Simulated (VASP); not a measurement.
# Au (P6_3/mmc) in VASP: a series of runs, part 2 of 3

VASP 6.6.1.

## (3) Electric field gradients, PBEsol (zz strain of +1 %)

Input file INCAR:

```
PREC = Accurate ; ENCUT = 520
EDIFF = 1E-8 ; ISMEAR = -1
SIGMA = 0.03 ; LREAL = F
LASPH = T ; NELM = 60
ALGO = Normal ; ISIF = 2
LWAVE = F ; LCHARG = F
GGA = PS ; LEFG = T
NBANDS = 18
```

Input file KPOINTS:

```
regular mesh
0
Gamma
  14 14 8
```

Input file POSCAR:

```
Au
1.0
    2.8999984104      0.0000000000      0.0000000000
   -1.4499992052      2.5114722944      0.0000000000
    0.0000000000      0.0000000000      4.9288000000
Au
2
Direct
    0.3333333333      0.6666666667      0.7500000000
    0.6666666667      0.3333333333      0.2500000000
```

Potentials or basis: VASP PAW PBE potentials, release 64 (Au).

The run is started by

```sh
cat potpaw_PBE.64/Au/POTCAR > POTCAR
mpirun -np 1 vasp_std > vasp.out
```

OUTCAR:

```text
PREC = Accurate
   ENCUT = 520
   EDIFF = 1E-8
   ISMEAR = -1
   LREAL = F
   LASPH = T
   NELM = 60
   ISIF = 2
   GGA = PS

 ion  position               nearest neighbor table
   1  0.333  0.667  0.750-   2 2.98   2 2.98   2 2.98   2 2.98   2 2.98   2 2.98
   2  0.667  0.333  0.250-   1 2.98   1 2.98   1 2.98   1 2.98   1 2.98   1 2.98

  LATTYP: Found a hexagonal cell.
 ALAT       =     2.8999984104
 C/A-ratio  =     1.6995871385

  Lattice vectors:

 A1 = (   2.8999984104,   0.0000000000,   0.0000000000)
 A2 = (  -1.4499992052,   2.5114722944,   0.0000000000)
 A3 = (   0.0000000000,   0.0000000000,   4.9288000000)

Analysis of symmetry for initial positions (statically):
=====================================================================
 Subroutine PRICEL returns:
 Original cell was already a primitive cell.

 Routine SETGRP: Setting up the symmetry group for a
 hexagonal supercell.

 Subroutine GETGRP returns: Found 24 space group operations
 (whereof 12 operations were pure point group operations)
 out of a pool of 24 trial point group operations.

The static configuration has the point symmetry D_3d.
 The point group associated with its full space group is D_6h.

Analysis of symmetry for dynamics (positions and initial velocities):
=====================================================================
 Subroutine PRICEL returns:
 Original cell was already a primitive cell.

 Routine SETGRP: Setting up the symmetry group for a
 hexagonal supercell.

 Subroutine GETGRP returns: Found 24 space group operations
 (whereof 12 operations were pure point group operations)
 out of a pool of 24 trial point group operations.

[... 151 lines left out ...]
 val. band max:        8.4172460629   @ k =   0.4286   0.0714   0.2500
 cond. band min:       8.4370429079   @ k =   0.3571   0.1429   0.2500
 fundamental gap:      0.0197968450
 Fermi energy:         8.4225939017

 k-point     1 :       0.0000    0.0000    0.0000
  band No.  band energies     occupation
      1      -0.9485      2.00000
      2       1.4350      2.00000
      3       3.8016      2.00000
      4       4.1167      2.00000
      5       4.1167      2.00000
      6       4.3887      2.00000
[... 481 lines left out ...]
      5       3.9546      2.00000
      6       4.0670      2.00000
[... 10 lines left out ...]
     17      19.1296      0.00000
     18      19.3465      0.00000

 [... further k-points ...]
[... 5 lines left out ...]
  --------------------------------------------------------------------------------------
  -------------------------------------------------------------------------------------
  Total       -1.7257529     -1.7257529     -1.7470097      0.0000000     -0.0000000      0.0000000
  in kB      -77.0232509    -77.0232509    -77.9719788      0.0000000     -0.0000000      0.0000000
  external PRESSURE =     -77.3394935 kB  Pullay stress =       0.0000000 kB

 VOLUME and BASIS-vectors are now :
 -----------------------------------------------------------------------------
  energy-cutoff  :      520.00
  volume of cell :       35.90
      direct lattice vectors                 reciprocal lattice vectors
     2.899998410  0.000000000  0.000000000     0.344827775  0.199086409  0.000000000
    -1.449999205  2.511472294  0.000000000     0.000000000  0.398172818  0.000000000
     0.000000000  0.000000000  4.928800000     0.000000000  0.000000000  0.202889141

 POSITION                                       TOTAL-FORCE (eV/Angst)
 -----------------------------------------------------------------------------------
     -0.00000      1.67431      3.69660        -0.000000      0.000000      0.000000
      1.45000      0.83716      1.23220         0.000000     -0.000000      0.000000
 -----------------------------------------------------------------------------------
    total drift:                               -0.000000      0.000000     -0.000000

  FREE ENERGIE OF THE ION-ELECTRON SYSTEM (eV)
  ---------------------------------------------------
  free  energy   TOTEN  =        -7.7754772152 eV

  energy  without entropy=       -7.7715908849  energy(sigma->0) =       -7.77353405

 Electric field gradients (V/A^2)
---------------------------------------------------------------------
 ion       V_xx      V_yy      V_zz      V_xy      V_xz      V_yz
---------------------------------------------------------------------
   1     -11.584   -11.584    23.168    -0.000     0.000    -0.000
   2     -11.584   -11.584    23.168    -0.000    -0.000     0.000
---------------------------------------------------------------------

 Electric field gradients after diagonalization (V/A^2)
 (convention: |V_zz| > |V_xx| > |V_yy|)
----------------------------------------------------------------------
 ion       V_xx      V_yy      V_zz     asymmetry (V_yy - V_xx)/ V_zz
----------------------------------------------------------------------
   1     -11.584   -11.584    23.168       0.000
   2     -11.584   -11.584    23.168       0.000
----------------------------------------------------------------------

           NMR quadrupolar parameters

 Cq : quadrupolar parameter    Cq=e*Q*V_zz/h
 eta: asymmetry parameters     (V_yy - V_xx)/ V_zz
 Q  : nuclear electric quadrupole moment in mb (millibarn)
----------------------------------------------------------------------
 ion       Cq(MHz)       eta       Q (mb)
----------------------------------------------------------------------
   1       0.056       0.000       1.000
   2       0.056       0.000       1.000
----------------------------------------------------------------------
```

stdout:

```text
POSCAR found type information on POSCAR Au
 POSCAR found :  1 types and       2 ions
 scaLAPACK will be used
 -----------------------------------------------------------------------------
|                                                                             |
|                                                                             |
|     You enforced a specific xc type in the INCAR file but a different       |
|     I HOPE YOU KNOW WHAT YOU ARE DOING!                                     |
|                                                                             |
 -----------------------------------------------------------------------------

 LDA part: xc-table for (Slater+PW92), standard interpolation
 POSCAR, INCAR and KPOINTS ok, starting setup
 FFT: planning ... GRIDC
 FFT: planning ... GRID_SOFT
 FFT: planning ... GRID
 WAVECAR not read
 entering main loop
ion   1

ion   2
```

Run time: 40 s. Hardware: 1 thread of AMD EPYC 9R45 (Zen 5), shared host; peak memory 0.17 GiB.

Results:

| Property | Result |
| --- | --- |
| Free energy | -7.7755 eV |
| Pressure | -7.7 GPa |
| Band gap on the k mesh | zero (band 11 reaches 12.17 eV, above the bottom of band 12 at 5.90 eV) |

Stress tensor (GPa, compression positive):
```
-7.70  0.00  0.00
 0.00 -7.70  0.00
 0.00  0.00 -7.80
```

Electric field gradients, principal values (V/Å²):
```
atom    least   middle  greatest (by size)
1 Au  -11.584  -11.584              23.168
2 Au  -11.584  -11.584              23.168
```

Caveat: the cell differs from its parent crystal (zz strain of +1 %); without QUAD_EFG the Cq values of the log hold for a quadrupole moment of 1 mb, not for the nuclei; the PAW data sets were made with another functional, which shifts forces and pressure a little; spin-orbit coupling is left out, which moves the levels of the heavy elements.

## (4) Electric field gradients, PBEsol (zz strain of +2 %)

Input file INCAR:

```
SYSTEM = Au
ALGO = Normal ; EDIFF = 1E-8
ENCUT = 520 ; GGA = PS
ISIF = 2 ; ISMEAR = -1
LASPH = .TRUE. ; LCHARG = .FALSE.
LEFG = .TRUE. ; LREAL = .FALSE.
LWAVE = .FALSE. ; NBANDS = 18
NELM = 100 ; PREC = Accurate
SIGMA = 0.03
```

Input file KPOINTS:

```
k-points
0
G
  14 14 8
  0 0 0
```

POSCAR, as its differences from that of step 3:

```diff
@@ -4,3 +4,3 @@
    -1.4499992052      2.5114722944      0.0000000000
-    0.0000000000      0.0000000000      4.9288000000
+    0.0000000000      0.0000000000      4.9776000000
 Au
```

Potentials or basis: VASP PAW PBE potentials, release 64 (Au).

The run is started by

```sh
cat potpaw_PBE.64/Au/POTCAR > POTCAR
mpirun -np 1 vasp_std > vasp.out
```

OUTCAR:

```text
SYSTEM = Au
   EDIFF = 1E-8
   ENCUT = 520
   GGA = PS
   ISIF = 2
   ISMEAR = -1
   LASPH = .TRUE.
   LREAL = .FALSE.
   NELM = 100
   PREC = Accurate

 ion  position               nearest neighbor table
   1  0.333  0.667  0.750-   2 3.00   2 3.00   2 3.00   2 3.00   2 3.00   2 3.00
   2  0.667  0.333  0.250-   1 3.00   1 3.00   1 3.00   1 3.00   1 3.00   1 3.00

  LATTYP: Found a hexagonal cell.
 ALAT       =     2.8999984104
 C/A-ratio  =     1.7164147339

  Lattice vectors:

 A1 = (   2.8999984104,   0.0000000000,   0.0000000000)
 A2 = (  -1.4499992052,   2.5114722944,   0.0000000000)
 A3 = (   0.0000000000,   0.0000000000,   4.9776000000)

Analysis of symmetry for initial positions (statically):
=====================================================================
 Subroutine PRICEL returns:
 Original cell was already a primitive cell.

 Routine SETGRP: Setting up the symmetry group for a
 hexagonal supercell.

 Subroutine GETGRP returns: Found 24 space group operations
 (whereof 12 operations were pure point group operations)
 out of a pool of 24 trial point group operations.

The static configuration has the point symmetry D_3d.
 The point group associated with its full space group is D_6h.

Analysis of symmetry for dynamics (positions and initial velocities):
=====================================================================
 Subroutine PRICEL returns:
 Original cell was already a primitive cell.

 Routine SETGRP: Setting up the symmetry group for a
 hexagonal supercell.

 Subroutine GETGRP returns: Found 24 space group operations
 (whereof 12 operations were pure point group operations)
 out of a pool of 24 trial point group operations.

The dynamic configuration has the point symmetry D_3d.
 The point group associated with its full space group is D_6h.

 Subroutine INISYM returns: Found 24 space group operations
 (whereof 12 operations are pure point group operations),
 and found     1 'primitive' translations

----------------------------------------------------------------------------------------

                                     Primitive cell

  volume of cell :      36.2532

  direct lattice vectors                    reciprocal lattice vectors
     2.899998410  0.000000000  0.000000000     0.344827775  0.199086409  0.000000000
    -1.449999205  2.511472294  0.000000000     0.000000000  0.398172818  0.000000000
     0.000000000  0.000000000  4.977600000     0.000000000  0.000000000  0.200900032

  length of vectors
     2.899998410  2.899998410  4.977600000     0.398172818  0.398172818  0.200900032

  position of ions in fractional coordinates (direct lattice)
     0.333333333  0.666666667  0.750000000
     0.666666667  0.333333333  0.250000000

  ion indices of the primitive-cell ions
   primitive index   ion index
                 1           1
                 2           2

----------------------------------------------------------------------------------------

[... 70 lines left out ...]
   LREAL  =      F    real-space projection
   EDIFFG = 0.1E-06   stopping-criterion for IOM
   NSW    =      0    number of steps for IOM
   IBRION =     -1    ionic relax: 0-MD 1-quasi-New 2-CG
   NFREE  =      0    steps in history (QN), initial steepest desc. (CG)
   ISIF   =      2    stress and relaxation
   ISYM   =      2    0-nonsym 1-usesym 2-fastsym
   POTIM  = 0.5000    time-step for ionic-motion
   TEBEG  =    0.0;   TEEND  =   0.0 temperature during run
   PSTRESS=    0.0 pullay stress
   NELECT =      22.0000    total number of electrons
   NUPDOWN=      -1.0000    fix difference up-down
   EMIN   =  10.00;   EMAX   =-10.00  energy-range for DOS
   EFERMI =   0.00;   METHOD = LEGACY
   ISMEAR =    -1;   SIGMA  =   0.03  broadening in eV -4-tet -1-fermi 0-gaus
   EFERMI_NEDOS =   21; number of points for ismear=-14 and -15
   IALGO  =     38    algorithm
   IMIX   =      4    mixing-type and parameters
     AMIX     =   0.40;   BMIX     =  1.00
     AMIX_MAG =   1.60;   BMIX_MAG =  1.00
  volume/ion in A,a.u.               =      18.13       122.32
  Fermi-wavevector in a.u.,A,eV,Ry     =   1.386012  2.619183 26.137192  1.921029
  Thomas-Fermi vector in A             =   2.510368
   LORBIT       =      0    0 simple, 1 ext, 2 COOP (PROOUT), +10 PAW based schemes
   GGA     = PS    functional components
   LHFCALC =     F    Hartree Fock is set to
   AEXX    =    0.0000 exact exchange contribution
   IVDW    =     0    specifies the selected vdW correction
   LEPSILON=     F    determine dielectric tensor
   LRPA    =     F    only Hartree local field effects (RPA)
 non-spin polarized calculation
  energy-cutoff  :      520.00
  volume of cell :       36.25
 maximum number of plane-waves:      1003
 NGX is ok and might be reduce to    24
   NGX = 11   NGY = 11   NGZ = 19

 number of electron      22.0000005 magnetization

 Free energy of the ion-electron system (eV)
  ---------------------------------------------------
  ext. energy  EPLUGINS =         0.00000000
  ---------------------------------------------------
  free energy    TOTEN  =        -7.75727080 eV

  energy without entropy =       -7.75421221  energy(sigma->0) =       -7.75574151

 E-fermi :   8.2865     XC(G=0): -12.5190

 val. band max:        8.2174085692   @ k =   0.3571   0.1429   0.1250
 cond. band min:       8.3002295973   @ k =   0.4286   0.0714   0.2500
 fundamental gap:      0.0828210281
 Fermi energy:         8.2865215034

 k-point     1 :       0.0000    0.0000    0.0000
  band No.  band energies     occupation
      1      -1.0050      2.00000
      2       1.3300      2.00000
      3       3.6503      2.00000
      4       4.0032      2.00000
      5       4.0032      2.00000
      6       4.2595      2.00000
[... 481 lines left out ...]
      5       3.8580      2.00000
      6       3.9601      2.00000
[... 10 lines left out ...]
     17      18.8937      0.00000
     18      19.0991      0.00000

 [... further k-points ...]
[... 5 lines left out ...]
  --------------------------------------------------------------------------------------
  -------------------------------------------------------------------------------------
  Total       -1.9747135     -1.9747135     -2.0218035      0.0000000      0.0000000      0.0000000
  in kB      -87.2707138    -87.2707138    -89.3518167      0.0000000      0.0000000      0.0000000
  external PRESSURE =     -87.9644148 kB  Pullay stress =       0.0000000 kB

 VOLUME and BASIS-vectors are now :
 -----------------------------------------------------------------------------
  energy-cutoff  :      520.00
  volume of cell :       36.25
      direct lattice vectors                 reciprocal lattice vectors
     2.899998410  0.000000000  0.000000000     0.344827775  0.199086409  0.000000000
    -1.449999205  2.511472294  0.000000000     0.000000000  0.398172818  0.000000000
     0.000000000  0.000000000  4.977600000     0.000000000  0.000000000  0.200900032

 POSITION                                       TOTAL-FORCE (eV/Angst)
 -----------------------------------------------------------------------------------
     -0.00000      1.67431      3.73320         0.000000      0.000000      0.000000
      1.45000      0.83716      1.24440        -0.000000     -0.000000      0.000000
 -----------------------------------------------------------------------------------
    total drift:                               -0.000000      0.000000     -0.000000

  FREE ENERGIE OF THE ION-ELECTRON SYSTEM (eV)
  ---------------------------------------------------
  free  energy   TOTEN  =        -7.7572707995 eV

  energy  without entropy=       -7.7542122110  energy(sigma->0) =       -7.75574151

 Electric field gradients (V/A^2)
---------------------------------------------------------------------
 ion       V_xx      V_yy      V_zz      V_xy      V_xz      V_yz
---------------------------------------------------------------------
   1     -13.778   -13.778    27.557    -0.000     0.000    -0.000
   2     -13.778   -13.778    27.557    -0.000    -0.000     0.000
---------------------------------------------------------------------

 Electric field gradients after diagonalization (V/A^2)
 (convention: |V_zz| > |V_xx| > |V_yy|)
----------------------------------------------------------------------
 ion       V_xx      V_yy      V_zz     asymmetry (V_yy - V_xx)/ V_zz
----------------------------------------------------------------------
   1     -13.779   -13.778    27.557       0.000
   2     -13.779   -13.778    27.557       0.000
----------------------------------------------------------------------

           NMR quadrupolar parameters

 Cq : quadrupolar parameter    Cq=e*Q*V_zz/h
 eta: asymmetry parameters     (V_yy - V_xx)/ V_zz
 Q  : nuclear electric quadrupole moment in mb (millibarn)
----------------------------------------------------------------------
 ion       Cq(MHz)       eta       Q (mb)
----------------------------------------------------------------------
   1       0.067       0.000       1.000
   2       0.067       0.000       1.000
----------------------------------------------------------------------
```

stdout:

```text
POSCAR found type information on POSCAR Au
 POSCAR found :  1 types and       2 ions
 scaLAPACK will be used
 -----------------------------------------------------------------------------
|                                                                             |
|                                                                             |
|     You enforced a specific xc type in the INCAR file but a different       |
|     I HOPE YOU KNOW WHAT YOU ARE DOING!                                     |
|                                                                             |
 -----------------------------------------------------------------------------

 LDA part: xc-table for (Slater+PW92), standard interpolation
 POSCAR, INCAR and KPOINTS ok, starting setup
 FFT: planning ... GRIDC
 FFT: planning ... GRID_SOFT
 FFT: planning ... GRID
 WAVECAR not read
 entering main loop
ion   1

ion   2
```

It took 41 s on 1 thread of AMD EPYC 9R45 (Zen 5), shared host; peak memory 0.17 GiB.

Results:

* Free energy: -7.7573 eV
* Pressure: -8.8 GPa
* Band gap on the k mesh: zero (band 11 reaches 12.01 eV, above the bottom of band 12 at 5.77 eV)

Levels at points of the mesh, in eV from the Fermi level:
| k point | band 8 | band 9 | band 10 | band 11 | band 12 | band 13 | band 14 | band 15 |
| --- | --- | --- | --- | --- | --- | --- | --- | --- |
| (0.00, 0.00, 0.00) | -3.25 | -3.25 | -2.11 | -2.11 | -1.06 | 2.11 | 14.69 | 15.21 |
| (0.50, 0.00, 0.00) | -1.95 | -1.76 | -1.62 | 0.40 | 1.52 | 5.40 | 6.77 | 6.93 |
| (0.00, 0.00, 0.50) | -4.30 | -2.52 | -2.52 | -2.52 | -2.52 | 9.71 | 9.71 | 14.97 |
| (0.50, 0.00, 0.50) | -2.32 | -1.68 | -1.68 | 0.55 | 0.55 | 3.68 | 3.68 | 12.59 |

Electric field gradients, principal values (V/Å²):
| atom | least | middle | greatest (by size) |
| --- | --- | --- | --- |
| 1 Au | -13.778 | -13.779 | 27.557 |
| 2 Au | -13.778 | -13.779 | 27.557 |

Caveat: the cell differs from its parent crystal (zz strain of +2 %); without QUAD_EFG the Cq values of the log hold for a quadrupole moment of 1 mb, not for the nuclei; the PAW data sets were made with another functional, which shifts forces and pressure a little; spin-orbit coupling is left out, which moves the levels of the heavy elements.

[end of part 2 of 3]
